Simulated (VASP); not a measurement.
The system is PbO2.

```
CELL_PARAMETERS angstrom
3.08023 0.00000 0.00000
-1.54012 2.66756 0.00000
0.00000 0.00000 4.96906
ATOMIC_POSITIONS crystal
Pb 0.00000 0.00000 0.00000
O 0.33333 0.66667 0.25200
O 0.66667 0.33333 0.74800
```

```yaml
Program: VASP 6.6.1
Task: relaxation of cell and atoms
Functional: PBE
Potentials_or_basis: VASP PAW PBE potentials, release 64 (Pb_d, O)
Cutoff: 600 eV
k_mesh: 12 × 12 × 8
Occupations: gaussian, width 0.05 eV
Spin: no spin polarisation
```

At the start: pressure 23.3 GPa; volume 13.61 Å³/atom.

Question: How do energy, volume and symmetry change on relaxing?

Answer: Over 27 steps the energy falls by 316.5 meV/atom and the volume is 17.40 Å³/atom (+27.8 %); space group P-3m1 (No. 164, to 0.1 Å) before and after.

The path:
```tsv
step	energy change (eV)	largest force (eV/Å)	pressure (GPa)	volume (Å³)
1	0.0000	0.3255	23.26	40.83
2	-0.4995	1.6775	-11.97	53.33
3	-0.6962	1.4274	-3.92	48.23
4	-0.9083	0.5258	-1.45	47.44
5	-0.9313	0.0865	-0.11	47.01
6	-0.9313	0.1132	-0.20	47.03
7	-0.9329	0.0600	0.61	46.91
8	-0.9330	0.0437	0.84	46.87
9	-0.9342	0.0484	0.77	47.03
10	-0.9374	0.0615	0.57	47.51
11	-0.9420	0.0866	0.22	48.46
12	-0.9462	0.1312	-0.26	50.36
13	-0.9482	0.0137	0.61	50.69
14	-0.9482	0.0031	0.54	50.67
15	-0.9487	0.0221	-0.24	51.64
16	-0.9490	0.0158	0.08	51.27
17	-0.9490	0.0150	0.06	51.28
18	-0.9491	0.0079	-0.10	51.41
19	-0.9491	0.0120	-0.12	51.43
20	-0.9492	0.0111	-0.02	51.43
21	-0.9492	0.0100	0.05	51.43
22	-0.9492	0.0106	0.05	51.46
23	-0.9493	0.0135	0.03	51.54
24	-0.9493	0.0167	0.00	51.72
25	-0.9493	0.0246	-0.03	52.06
26	-0.9494	0.0187	-0.01	52.10
27	-0.9494	0.0030	0.05	52.20
```

Final structure:
```
CELL_PARAMETERS angstrom
3.41634 0.00000 0.00000
-1.70817 2.95863 0.00000
0.00000 0.00000 5.16393
ATOMIC_POSITIONS crystal
Pb 0.00000 0.00000 0.00000
O 0.33333 0.66667 0.20608
O 0.66667 0.33333 0.79392
```

Caveat: the volume moved by over 15 % at a fixed basis, so the end points are rough.
